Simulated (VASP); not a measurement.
A run of VASP 6.6.1 is set up as follows.

The input INCAR:

```
SYSTEM = BAs
  PREC = Accurate
  ENCUT = 560
  EDIFF = 1E-6
  ISMEAR = 0
  SIGMA = 0.01
  LREAL = .FALSE.
  LASPH = .TRUE.
  NELM = 120
  ALGO = Normal
  ISIF = 2
  LWAVE = .FALSE.
  LCHARG = .FALSE.
  GGA = PS
  NBANDS = 16
  GGA_COMPAT = .FALSE.
```

KPOINTS

```
Automatic mesh
0
G
  10 10 10
  0 0 0
```

File POSCAR:

```
BAs
1.0
    0.0000000000      2.3390108487      2.3390108487
    2.3390108487      0.0000000000      2.3390108487
    2.3390108487      2.3390108487      0.0000000000
B As
1 1
Direct
    0.0000000000      0.0000000000      0.0000000000
    0.7500000000      0.7500000000      0.7500000000
```

Potentials or basis: VASP PAW PBE potentials, release 64 (B, As_d).

The run is started by

```bash
$ cat potpaw_PBE.64/B/POTCAR potpaw_PBE.64/As_d/POTCAR > POTCAR
$ mpirun -np 1 vasp_std > vasp.out
```

**Question.** What does it give for the pressure?

**Answer.** 8.8 GPa.

**Question.** Estimate the band gap on the k mesh.

**Answer.** 1.02 eV (least direct gap 3.33 eV).

Caveat: the cell stands under pressure; the PAW data sets were made with another functional, which shifts forces and pressure a little. A k mesh can miss the band edges.
